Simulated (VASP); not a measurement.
A run of VASP 6.6.1 is set up as follows.

INCAR

```
PREC = Accurate
ENCUT = 520
EDIFF = 1E-6
ISMEAR = -1
SIGMA = 0.05
LREAL = Auto
LASPH = True
NELM = 80
ALGO = Normal
ISIF = 2
LWAVE = False
LCHARG = True
GGA = PE
LELF = True
LVHAR = True
NBANDS = 128
ISYM = 0
```

File KPOINTS:

```
Automatic mesh
0
Gamma
  1 1 1
  0.25 0.25 0.25
```

POSCAR

```
Zr3Nb6Ni11
1.0
    6.8173460000     -0.1384310000     -0.2966090000
   -0.1384310000      6.6843640000     -0.0322140000
   -0.2966090000     -0.0322140000      6.7019700000
Ni Nb Zr
11 6 3
Direct
    0.6996168341      0.9162287099      0.2478905518
    0.4246352046      0.5310435402      0.6997468893
    0.5370669917      0.2234743418      0.8642243856
    0.8113993390      0.1161947344      0.5385881231
    0.5761780986      0.5425763292      0.0498470097
    0.8684223661      1.0433521218      0.9018993572
    0.7701793437      0.5890954716      0.4005980699
    0.7015889167      0.7863172359      0.6711047663
    0.4660661073     -0.0069942467      0.5551285800
    0.1305941800      0.4659169332      0.3918200853
    0.3993563247      0.7113998752      0.3246544995
    0.8125167142      0.4375851736      0.7588651007
    0.8483073658      0.2933853589      0.1659059523
    0.4322724628      0.8751838298      0.9780025985
   -0.0606476642      0.7154438340      0.0710102648
    0.2093329543      0.4300092884      0.0147586989
    0.5049878665      0.3150500800      0.3600744213
    0.1058366692      0.7507166366      0.6546589576
    0.1614103326      0.0403163028      0.2568029261
    0.1681006536      0.1980618658      0.6877216000
```

Potentials or basis: VASP PAW PBE potentials, release 64 (Ni, Nb_sv, Zr_sv).

Launch:

```console
$ cat potpaw_PBE.64/Ni/POTCAR potpaw_PBE.64/Nb_sv/POTCAR potpaw_PBE.64/Zr_sv/POTCAR > POTCAR
$ mpirun -np 1 vasp_std > vasp.out
```

Problem. What does it give for the band gap on the k mesh?

Solution. 0.10 eV.

Problem. Predict the largest force.

Solution. 1.174 eV/Å.

Forces in eV/Å, atoms in the order of the input:
```
Ni  -0.006  0.321  0.074
Ni  -0.101  0.217 -0.520
Ni  -0.162 -0.280  0.115
Ni  -0.063 -0.114  0.057
Ni   0.806  0.029 -0.185
Ni   0.072 -0.187 -0.340
Ni   0.084  0.167 -0.628
Ni   0.262  0.085  0.993
Ni  -1.018  0.288  0.311
Ni   0.421 -0.142  0.077
Ni  -0.201 -0.251  0.095
Nb  -0.215  0.077 -0.554
Nb  -0.279 -0.209  0.887
Nb   0.543 -0.583 -0.754
Nb  -0.260  0.087  0.427
Nb  -0.118  0.588  0.344
Nb  -1.124  0.139  0.310
Zr   0.359  0.083 -0.434
Zr   0.422 -0.137  0.321
Zr   0.578 -0.176 -0.594
```

Caveat: the k points lie up to 0.94 Å⁻¹ apart. Spin polarisation is off, so any magnetic state and its effect on volume and gap are missing.
